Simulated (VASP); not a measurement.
SnO: single point with PBE+D3(BJ)

SnO:

```xyz
4
Lattice="3.3475 0.0000 0.0000 0.0000 5.7221 0.0000 0.0000 0.0000 3.9125" Properties=species:S:1:pos:R:3 pbc="T T T"
Sn    0.0000    1.3419    2.0619
Sn    1.6738    4.3802    0.1056
O     0.0000    5.0560    2.8288
O     1.6738    0.6660    0.8725
```

```
Program                : VASP 6.6.1
Task                   : single point
Functional             : PBE
Dispersion             : D3(BJ)
Potentials or basis    : VASP PAW PBE potentials, release 64 (Sn_d, O)
Cutoff                 : 520 eV
k mesh                 : 8 × 6 × 8
Occupations            : gaussian, width 0.05 eV
Spin                   : no spin polarisation
Dipole correction      : no
Further INCAR settings : ALGO = Normal; EDIFF = 1e-06; NBANDS = 28
```

The pressure is 0.2 GPa, the largest force is 0.085 eV/Å and the band gap on the k mesh is 1.31 eV (least direct gap 1.91 eV). The dispersion energy per atom is -0.221 eV.

Forces on the atoms (eV/Å):
```
Sn   0.000  0.077  0.036
Sn   0.000 -0.077  0.036
O    0.000  0.000 -0.036
O    0.000  0.000 -0.036
```

Stress tensor (GPa, compression positive):
```
0.30 0.00 0.00
0.00 0.26 0.00
0.00 0.00 0.18
```

Levels at points of the mesh, in eV from the valence-band top:
| k point | band 17 | band 18 | band 19 | band 20 | band 21 | band 22 | band 23 | band 24 |
| --- | --- | --- | --- | --- | --- | --- | --- | --- |
| (0.00, 0.00, 0.00) | -3.62 | -2.64 | -2.15 | 0.00 | 3.24 | 3.31 | 6.25 | 6.31 |
| (0.50, 0.00, 0.00) | -2.66 | -2.66 | -1.25 | -1.25 | 2.55 | 2.55 | 5.75 | 5.75 |
| (0.00, 0.50, 0.00) | -3.92 | -2.67 | -1.78 | -1.48 | 3.37 | 4.43 | 5.11 | 5.50 |
| (0.50, 0.50, 0.00) | -2.67 | -2.67 | -1.05 | -1.05 | 1.97 | 1.97 | 6.38 | 6.38 |
| (0.00, 0.00, 0.50) | -3.19 | -3.19 | -1.45 | -1.45 | 2.53 | 2.53 | 5.48 | 5.48 |
| (0.50, 0.00, 0.50) | -3.45 | -3.45 | -1.21 | -1.21 | 2.21 | 2.21 | 4.63 | 4.63 |
| (0.00, 0.50, 0.50) | -2.98 | -2.98 | -1.47 | -1.47 | 1.95 | 1.95 | 5.98 | 5.98 |
| (0.50, 0.50, 0.50) | -3.72 | -3.72 | -0.48 | -0.48 | 2.42 | 2.42 | 4.20 | 4.20 |

It took 90 s on 1 thread of Intel(R) Xeon(R) 6975P-C (Granite Rapids), on a shared host, peak memory 0.32 GiB.

Caveat: spin-orbit coupling is left out, which moves the levels of the heavy elements. A k mesh can miss the band edges.
